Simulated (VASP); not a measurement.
# CsGaAu3 (R3m) in VASP: single point with PBE

Aim: the single point of CsGaAu3 with PBE.

Everything below comes from runs of VASP 6.6.1. Logs are shortened: lines on timing, memory, paths and dates and some standing lists are left out, and cuts for length are marked.

### Step 1. The cell of the first run

It takes space group R3m (No. 160, trigonal). Conventional cell: a = 7.110 Å, b = 7.110 Å, c = 9.025 Å, α = 90.00°, β = 90.00°, γ = 120.00°. Within 3.1 Å of Au (site symmetry m) lie 2 Ga at 2.34 to 2.77 Å. Within 4.8 Å of Cs (site symmetry 3m) lie 12 Au at 3.56 to 3.67 Å and 8 Ga at 4.25 to 4.78 Å. Ga (site symmetry 3m) has 6 Au at 2.34 to 2.77 Å within 3.1 Å.

### Step 2. Single point, PBE

Input file POSCAR:

```
CsGaAu3
1.0
    3.5547870000      2.0523540000      3.0082700000
   -3.5547870000      2.0523540000      3.0082700000
    0.0000000000     -4.1047160000      3.0082700000
Au Cs Ga
3 1 1
Direct
    0.5069300000      0.9987400000      0.5069300000
    0.5069300000      0.5069300000      0.9987400000
    0.9987400000      0.5069300000      0.5069300000
    0.0100000000      0.0100000000      0.0100000000
    0.5394300000      0.5394300000      0.5394300000
```

Input file INCAR.step1:

```
  PREC = Accurate
  ENCUT = 520
  EDIFF = 1E-7
  ISMEAR = -1
  SIGMA = 0.0387
  LREAL = False
  LASPH = True
  NELM = 60
  ALGO = Normal
  ISIF = 2
  LWAVE = False
  LCHARG = True
  LMAXMIX = 4
  GGA = PE
  NBANDS = 36
```

Input file KPOINTS.step1:

```
Automatic mesh
0
Gamma
  7 7 7
```

Input file INCAR.step2:

```
  PREC = Accurate
  ENCUT = 520
  EDIFF = 1E-7
  ISMEAR = -5
  SIGMA = 0.0387
  LREAL = False
  LASPH = True
  NELM = 60
  ALGO = Normal
  ISIF = 2
  LWAVE = False
  LCHARG = False
  LMAXMIX = 4
  GGA = PE
  LORBIT = 10
  NBANDS = 36
  NEDOS = 1001
  ICHARG = 11
```

Input file KPOINTS.step2:

```
Automatic mesh
0
Gamma
  11 11 11
```

Potentials or basis: VASP PAW PBE potentials, release 64 (Au, Cs_sv, Ga_d).

Command:

```console
$ cat potpaw_PBE.64/Au/POTCAR potpaw_PBE.64/Cs_sv/POTCAR potpaw_PBE.64/Ga_d/POTCAR > POTCAR
$ cp INCAR.step1 INCAR
$ cp KPOINTS.step1 KPOINTS
$ mpirun -np 1 vasp_std > vasp.out
$ cp INCAR.step2 INCAR
$ cp KPOINTS.step2 KPOINTS
$ mpirun -np 1 vasp_std > vasp.out
```

OUTCAR:

```text
PREC = Accurate
   ENCUT = 520
   EDIFF = 1E-7
   ISMEAR = -5
   LREAL = False
   LASPH = True
   NELM = 60
   ISIF = 2
   GGA = PE
   LORBIT = 10
   ICHARG = 11

 ion  position               nearest neighbor table
   1  0.507  0.999  0.507-   5 2.34   5 2.77   2 3.50   3 3.50
   2  0.507  0.507  0.999-   5 2.34   5 2.77   3 3.50   1 3.50
   3  0.999  0.507  0.507-   5 2.34   5 2.77   2 3.50   1 3.50
   4  0.010  0.010  0.010-
   5  0.539  0.539  0.539-   1 2.34   3 2.34   2 2.34   1 2.77   3 2.77   2 2.77

  LATTYP: Found a trigonal (rhomboedric) cell.
 ALAT       =     5.0890427341
 COS(alpha) =     0.0241457303

  Lattice vectors:

 A1 = (   3.5547870000,   2.0523540000,   3.0082700000)
 A2 = (  -3.5547870000,   2.0523540000,   3.0082700000)
 A3 = (   0.0000000000,  -4.1047160000,   3.0082700000)

Analysis of symmetry for initial positions (statically):
=====================================================================
 Subroutine PRICEL returns:
 Original cell was already a primitive cell.

 Routine SETGRP: Setting up the symmetry group for a
 trigonal (rhombohedral) supercell.

 Subroutine GETGRP returns: Found  6 space group operations
 (whereof  6 operations were pure point group operations)
 out of a pool of 12 trial point group operations.

The static configuration has the point symmetry C_3v.

Analysis of symmetry for dynamics (positions and initial velocities):
=====================================================================
 Subroutine PRICEL returns:
 Original cell was already a primitive cell.

 Routine SETGRP: Setting up the symmetry group for a
 trigonal (rhombohedral) supercell.

 Subroutine GETGRP returns: Found  6 space group operations
 (whereof  6 operations were pure point group operations)
 out of a pool of 12 trial point group operations.

The dynamic configuration has the point symmetry C_3v.

 Subroutine INISYM returns: Found  6 space group operations
 (whereof  6 operations are pure point group operations),
 and found     1 'primitive' translations

----------------------------------------------------------------------------------------

                                     Primitive cell

  volume of cell :     131.6844

  direct lattice vectors                    reciprocal lattice vectors
     3.554787000  2.052354000  3.008270000     0.140655404  0.081207457  0.110805729
    -3.554787000  2.052354000  3.008270000    -0.140655404  0.081207457  0.110805729
[... 105 lines left out ...]
   NUPDOWN=      -1.0000    fix difference up-down
   EMIN   =  10.00;   EMAX   =-10.00  energy-range for DOS
   EFERMI =   0.00;   METHOD = LEGACY
   ISMEAR =    -5;   SIGMA  =   0.04  broadening in eV -4-tet -1-fermi 0-gaus
   EFERMI_NEDOS =   21; number of points for ismear=-14 and -15
   IALGO  =     38    algorithm
   IMIX   =      4    mixing-type and parameters
     AMIX     =   0.40;   BMIX     =  1.00
     AMIX_MAG =   1.60;   BMIX_MAG =  1.00
  volume/ion in A,a.u.               =      26.34       177.73
  Fermi-wavevector in a.u.,A,eV,Ry     =   1.223726  2.312507 20.374801  1.497506
  Thomas-Fermi vector in A             =   2.358827
   LORBIT       =     10    0 simple, 1 ext, 2 COOP (PROOUT), +10 PAW based schemes
   GGA     = PE    functional components
   LHFCALC =     F    Hartree Fock is set to
   AEXX    =    0.0000 exact exchange contribution
   IVDW    =     0    specifies the selected vdW correction
   LEPSILON=     F    determine dielectric tensor
   LRPA    =     F    only Hartree local field effects (RPA)
 non-spin polarized calculation
 Fermi weights with tetrahedron method with Bloechl corrections
  energy-cutoff  :      520.00
  volume of cell :      131.68
 maximum number of plane-waves:      3569
 NGX is ok and might be reduce to    40

 number of electron      55.0000017 magnetization

 Free energy of the ion-electron system (eV)
  ---------------------------------------------------
  ext. energy  EPLUGINS =         0.00000000
  ---------------------------------------------------
  free energy    TOTEN  =       -13.53690857 eV

  energy without entropy =      -13.53690857  energy(sigma->0) =      -13.53690857

 E-fermi :   4.1429     XC(G=0):  -9.9953

 val. band max:        4.2069773051   @ k =   0.4545   0.0000  -0.0000
 cond. band min:       4.1059686848   @ k =   0.2727   0.0909   0.0909
 fundamental gap:     -0.1010086203
 Fermi energy:         4.1429285156

 k-point     1 :       0.0000    0.0000    0.0000
  band No.  band energies     occupation
      1     -16.9197      2.00000
      2     -10.5913      2.00000
      3     -10.5913      2.00000
      4     -10.4549      2.00000
      5     -10.4496      2.00000
      6     -10.4496      2.00000
[... 925 lines left out ...]
     35      10.0687      0.00000
     36      10.2962      0.00000

 [... further k-points ...]

------------------------ aborting loop because EDIFF is reached ----------------------------------------

  FORCE on cell =-STRESS in cart. coord.  units (eV):
  Direction    XX          YY          ZZ          XY          YZ          ZX
  --------------------------------------------------------------------------------------
  -------------------------------------------------------------------------------------
  Total        4.5554031      4.5554006      2.5182267      0.0000000     -0.0000022      0.0000000
  in kB       55.4246445     55.4246140     30.6387415      0.0000000     -0.0000272      0.0000000
  external PRESSURE =      47.1626667 kB  Pullay stress =       0.0000000 kB

 VOLUME and BASIS-vectors are now :
 -----------------------------------------------------------------------------
  energy-cutoff  :      520.00
  volume of cell :      131.68
      direct lattice vectors                 reciprocal lattice vectors
     3.554787000  2.052354000  3.008270000     0.140655404  0.081207457  0.110805729
    -3.554787000  2.052354000  3.008270000    -0.140655404  0.081207457  0.110805729
     0.000000000 -4.104716000  3.008270000     0.000000000 -0.162414915  0.110805513

 POSITION                                       TOTAL-FORCE (eV/Angst)
 -----------------------------------------------------------------------------------
     -1.74828      1.00936      6.05444        -1.534721      0.886070      0.879887
      0.00000     -2.01874      6.05444         0.000000     -1.772143      0.879887
      1.74828      1.00936      6.05444         1.534721      0.886070      0.879887
      0.00000     -0.00000      0.09025         0.000000      0.000000     -0.033930
      0.00000     -0.00000      4.86825         0.000000      0.000002     -2.605732
 -----------------------------------------------------------------------------------
    total drift:                               -0.000000     -0.000015      0.015508

  FREE ENERGIE OF THE ION-ELECTRON SYSTEM (eV)
  ---------------------------------------------------
  free  energy   TOTEN  =       -13.5369085713 eV

  energy  without entropy=      -13.5369085713  energy(sigma->0) =      -13.53690857

 total charge

# of ion       s       p       d       tot
------------------------------------------
    1        0.736   0.159   8.798   9.693
    2        0.736   0.159   8.798   9.693
    3        0.736   0.159   8.798   9.693
    4        1.843   4.680   0.059   6.582
    5        0.912   0.839  10.034  11.785
--------------------------------------------------
tot          4.963   5.996  36.488  47.446
```

Wall time 8.3 min (1 thread of Intel Xeon Platinum 8259CL at 2.50GHz (Skylake/Cascade Lake), shared host); peak memory 0.71 GiB.

What came out:

```yaml
Valence_electrons_inside_the_program's_atomic_spheres: Au 9.69; Cs 6.58; Ga 11.79
```

Caveat: spin-orbit coupling is left out, which moves the levels of the heavy elements.
